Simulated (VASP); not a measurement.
Input of a VASP 6.6.1 run:

Contents of INCAR:

```
SYSTEM = SnO2
ALGO     = Normal         ! electronic algorithm
EDIFF    = 1E-6           ! SCF threshold, eV
ENCUT    = 520            ! plane-wave cutoff, eV
GGA      = CA             ! functional
ISIF     = 2              ! what is computed and relaxed
ISMEAR   = 0              ! smearing method
LASPH    = .TRUE.         ! aspherical terms in the spheres
LCHARG   = .FALSE.        ! write CHGCAR
LREAL    = .FALSE.        ! projectors in reciprocal space
LWAVE    = .FALSE.        ! write WAVECAR
NBANDS   = 35             ! bands
NELM     = 100            ! most SCF steps
PREC     = Accurate       ! precision mode
SIGMA    = 0.05           ! smearing width, eV
```

File KPOINTS:

```
k-points
0
G
  6 6 8
  0 0 0
```

File POSCAR:

```
SnO2
1.0
    4.9308404756      0.0000000000      0.0000000000
    0.0000000000      4.9313636212      0.0000000000
    0.0000000000      0.0000000000      3.3311718629
Sn O
2 4
Direct
    0.5000000000      0.5000000000      0.5000000000
    0.0000000000      0.0000000000      0.0000000000
    0.3059920358      0.2542676980      0.0000000000
    0.8059920358      0.2457323020      0.5000000000
    0.1940079642      0.7542676980      0.5000000000
    0.6940079642      0.7457323020      0.0000000000
```

Potentials or basis: VASP PAW LDA potentials, release 64 (Sn_d, O).

Launch:

```sh
$ cat potpaw_LDA.64/Sn_d/POTCAR potpaw_LDA.64/O/POTCAR > POTCAR
$ mpirun -np 1 vasp_std > vasp.out
```

Predict the largest force.

2.501 eV/Å.

What does it give for the pressure?

-16.9 GPa.

Estimate the band gap on the k mesh.

0.48 eV (least direct gap 0.81 eV).

Forces on the atoms (eV/Å):
```
Sn   0.000  0.000  0.000
Sn   0.000  0.000  0.000
O    1.586  1.933  0.000
O    1.586 -1.933  0.000
O   -1.586  1.933  0.000
O   -1.586 -1.933  0.000
```

Caveat: the cell differs from its parent crystal (atoms shifted along a free coordinate); the cell stands under tension; spin-orbit coupling is left out, which moves the levels of the heavy elements; forces of over 1 eV/Å act on the atoms, so gaps and moduli don't describe the material at rest. A k mesh can miss the band edges.
